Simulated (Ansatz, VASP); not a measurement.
## Se in VASP and in Ansatz

```
Se
1.0
     4.09477    0.00000    0.00000
    -2.04739    3.54618    0.00000
     0.00000    0.00000    4.99808
Se
3
Direct
  0.26108 0.00000 0.33333
  0.00000 0.26108 0.66667
  0.73892 0.73892 0.00000
```

Alike in both runs: task single point; functional PBEsol; dispersion D3(BJ); k mesh 12 × 12 × 8; occupations gaussian, width 0.03 eV; no spin polarisation.

|  | VASP | Ansatz |
| --- | --- | --- |
| version | VASP 6.6.1 | Ansatz 0.2.0 |
| potentials or method | VASP PAW PBE potentials, release 64 (Se), cutoff 520 eV | scalar-relativistic, plane waves, PAW |
| valence electrons in the cell | 18 | 48 |

```tsv
	VASP	Ansatz	Ansatz less VASP
gap on the k mesh at the Fermi level (eV)	0.34	0.34	+0.001
least direct gap on the mesh (eV)	0.70	0.70	+0.006
pressure (GPa)	-3.6	-3.7	-0.14
traceless stress, the component that is largest in VASP (GPa)	1.04	1.00	-0.041
rms of the force components (eV/Å)	0.241	0.253	+0.0129
```

VASP's potentials were made for PBE, not for PBEsol. Atom by atom the forces differ by 0.013 eV/Å (rms over components). VASP's potentials hold 18 valence electrons a cell and Ansatz's 48, so a difference there can come from the potentials and not from the codes.
